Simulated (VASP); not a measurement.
## HC28 (a cell with a defect): single point with PBE

System: HC28 (a cell with a defect).

```
C H
1.0
     6.16629   -2.13607    0.00000
     1.23326   -6.40820    0.00000
     2.46652   -2.84809   -8.57567
C H
28 1
Direct
  0.34047 0.77517 0.24391
  0.19769 0.48944 0.24393
  0.05483 0.20369 0.24391
  0.91195 0.91805 0.24391
  0.76896 0.63218 0.24428
  0.62621 0.34654 0.24393
  0.48332 0.06090 0.24393
  0.67383 0.10847 0.24394
  0.53083 0.82282 0.24404
  0.38813 0.53705 0.24394
  0.24525 0.25135 0.24394
  0.10243 0.96565 0.24387
  0.95960 0.67991 0.24403
  0.81668 0.39405 0.24404
  0.17075 0.60356 0.75615
  0.02983 0.31961 0.75342
  0.88435 0.03110 0.75614
  0.74320 0.74471 0.75614
  0.61407 0.47442 0.71225
  0.45926 0.17229 0.75342
  0.31193 0.89019 0.75342
  0.50510 0.93590 0.75404
  0.35814 0.65757 0.74845
  0.21976 0.36545 0.75404
  0.07554 0.08012 0.75405
  0.93106 0.79142 0.76126
  0.79722 0.51099 0.74845
  0.65064 0.21850 0.74844
  0.65791 0.51839 0.58052
```

This cell differs from its parent crystal: with an interstitial atom, then relaxed in part.

```
Program                : VASP 6.6.1
Task                   : single point
Functional             : PBE
Potentials or basis    : VASP PAW PBE potentials, release 64 (C, H)
Cutoff                 : 520 eV
k mesh                 : 4 × 4 × 4
Occupations            : gaussian, width 0.1 eV
Spin                   : no spin polarisation
Dipole correction      : no
Further INCAR settings : LREAL = Auto; ALGO = Normal; EDIFF = 1e-06; NBANDS = 76
```

```yaml
Pressure: 1.4 GPa
Largest_force: 0.026 eV/Å
Band_gap_on_the_k_mesh: zero (an odd number of electrons rules out a gap without spin polarisation)
```

Forces on the atoms (eV/Å):
```
C    0.004 -0.005 -0.002
C   -0.003  0.000 -0.004
C    0.005  0.001  0.002
C    0.005  0.004  0.001
C   -0.006 -0.006  0.000
C   -0.004  0.003  0.005
C   -0.002  0.001  0.004
C    0.003  0.006 -0.002
C    0.009 -0.001  0.000
C    0.002  0.001 -0.001
C   -0.010 -0.004  0.000
C   -0.003 -0.001  0.002
C   -0.005  0.004  0.002
C    0.006 -0.002 -0.001
C    0.000  0.007 -0.004
C   -0.006  0.006  0.000
C    0.006 -0.002 -0.006
C   -0.008 -0.004  0.001
C    0.003 -0.006 -0.006
C   -0.003 -0.005 -0.003
C    0.007  0.000 -0.001
C    0.001  0.003 -0.002
C    0.004  0.007 -0.005
C    0.002 -0.001 -0.002
C   -0.002  0.000 -0.001
C    0.000  0.000  0.001
C   -0.005  0.000  0.000
C   -0.001 -0.006 -0.001
H    0.001  0.001  0.026
```

Stress tensor (GPa, compression positive):
```
 2.04  0.00  0.00
 0.00  2.06 -0.01
 0.00 -0.01  0.02
```

Levels at points of the mesh, in eV from the Fermi level:
```tsv
k point	band 53	band 54	band 55	band 56	band 57	band 58	band 59	band 60	band 61	band 62
(0.00, 0.00, 0.00)	-3.34	-3.34	-3.00	-3.00	0.21	2.92	3.62	3.62	3.65	3.65
(0.50, 0.00, 0.00)	-2.20	-1.94	-1.89	-1.68	-0.05	1.15	1.16	1.29	1.38	1.59
(0.00, 0.50, 0.00)	-2.20	-1.94	-1.89	-1.68	-0.05	1.15	1.16	1.29	1.38	1.59
(0.50, 0.50, 0.50)	-2.20	-1.94	-1.89	-1.68	-0.05	1.15	1.16	1.29	1.38	1.59
(0.50, 0.50, 0.00)	-2.21	-1.93	-1.89	-1.69	-0.05	1.13	1.15	1.36	1.41	1.52
(0.00, 0.50, 0.50)	-2.21	-1.93	-1.89	-1.69	-0.05	1.13	1.15	1.36	1.41	1.52
(0.50, 0.00, 0.50)	-2.21	-1.93	-1.89	-1.69	-0.05	1.13	1.15	1.36	1.41	1.52
(0.00, 0.00, 0.50)	-3.34	-3.34	-3.00	-3.00	0.23	3.66	3.68	3.68	3.69	3.69
```

Wall time 11 min on 1 thread of AMD EPYC 9R45 96-Core Processor (Zen 5) (shared host), peak memory 0.7 GiB.

Caveat: the cell differs from its parent crystal (with an interstitial atom, then relaxed in part).
